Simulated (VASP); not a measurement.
**Co: relaxation of the atoms with PBEsol**

System: Co, a slab with vacuum.

```
CELL_PARAMETERS angstrom
2.45586 0.00000 0.00000
-1.22793 2.12683 0.00000
0.00000 0.00000 20.96814
ATOMIC_POSITIONS crystal
Co 0.33333 0.66667 0.40538
Co 0.66667 0.33333 0.50000
Co 0.33333 0.66667 0.59462
```

| Quantity | Value |
| --- | --- |
| Program | VASP 6.6.1 |
| Task | relaxation of the atoms |
| Functional | PBEsol |
| Potentials or basis | VASP PAW PBE potentials, release 64 (Co) |
| Cutoff | 520 eV |
| k mesh | 12 × 12 × 1 |
| Occupations | gaussian, width 0.1 eV |
| Spin | collinear spin, ferromagnetic start |
| Starting moments | [1.79, 1.79, 1.79] μB |
| Dipole correction | yes |
| Atoms held fixed (from 0) | [0] |
| Further INCAR settings | ALGO = Normal; EDIFF = 1e-07; IBRION = 2; EDIFFG = -0.03; NSW = 90 |

```
Energy gained by relaxing                             : 2.6 meV/atom
Ionic steps                                           : 5
Net moment                                            : 5.05 μB per cell
Site moments                                          : Co +1.71, +1.65 (each value once) μB
Valence electrons inside the program's atomic spheres : Co 8.19, 8.39 (each value once)
```

Step by step:
```csv
step,energy change (eV),largest force on free atoms (eV/Å),pressure (GPa)
1,0.0000,0.2281,-2.54
2,-0.0022,0.1682,-2.42
3,-0.0046,0.1794,-2.11
4,-0.0066,0.1085,-2.00
5,-0.0079,0.0252,-1.85
```

Final structure:
```
CELL_PARAMETERS angstrom
2.45586 0.00000 0.00000
-1.22793 2.12683 0.00000
0.00000 0.00000 20.96814
ATOMIC_POSITIONS crystal
Co 0.33333 0.66667 0.40538
Co 0.66667 0.33333 0.49860
Co 0.33333 0.66667 0.59176
```

Levels at points of the mesh, in eV from the Fermi level:
Spin up:
| k point | band 14 | band 15 | band 16 | band 17 | band 18 | band 19 |
| --- | --- | --- | --- | --- | --- | --- |
| (0.00, 0.00, 0.00) | -1.20 | -1.08 | -1.08 | -0.83 | -0.83 | 0.25 |
| (0.50, 0.00, 0.00) | -0.42 | -0.42 | 1.20 | 1.86 | 3.17 | 6.95 |
Spin down:
| k point | band 9 | band 10 | band 11 | band 12 | band 13 | band 14 |
| --- | --- | --- | --- | --- | --- | --- |
| (0.00, 0.00, 0.00) | -0.93 | -0.67 | -0.67 | -0.56 | 0.19 | 0.19 |
| (0.50, 0.00, 0.00) | -0.06 | 0.14 | 0.67 | 1.10 | 1.28 | 1.47 |

It took 7.6 min on 1 thread of Oxide Virtual Turin-like Processor, on a shared host, peak memory 0.25 GiB.

Caveat: the PAW data sets were made with another functional, which shifts forces and pressure a little.
